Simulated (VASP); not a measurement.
Here is a VASP 6.6.1 calculation.

INCAR

```
PREC = Accurate
ENCUT = 520
EDIFF = 1E-6
ISMEAR = 0
SIGMA = 0.05
LREAL = False
LASPH = True
NELM = 60
ALGO = Normal
ISIF = 2
LWAVE = False
LCHARG = False
GGA = PS
NBANDS = 15
```

The input KPOINTS:

```
regular mesh
0
Gamma
  6 6 6
```

The input POSCAR:

```
RbBr
1.0
    4.1243020998      0.0000000000      0.0000000000
    0.0000000000      4.1243020998      0.0000000000
    0.0000000000      0.0000000000      4.0701688540
Rb Br
1 1
Direct
   -0.0992287032      0.0000000000      0.0000000000
    0.6061381027      0.5000000000      0.5000000000
```

Potentials or basis: VASP PAW PBE potentials, release 64 (Rb_sv, Br).

Command:

```sh
$ cat potpaw_PBE.64/Rb_sv/POTCAR potpaw_PBE.64/Br/POTCAR > POTCAR
$ mpirun -np 1 vasp_std > vasp.out
```

**Question.** Predict the band gap on the k mesh.

**Answer.** 3.99 eV, indirect (least direct gap 4.14 eV).

**Question.** Predict the pressure.

**Answer.** 3.2 GPa.

Stress tensor (GPa, compression positive):
```
1.44 0.00 0.00
0.00 3.89 0.00
0.00 0.00 4.15
```

Caveat: the PAW data sets were made with another functional, which shifts forces and pressure a little. A k mesh can miss the band edges.
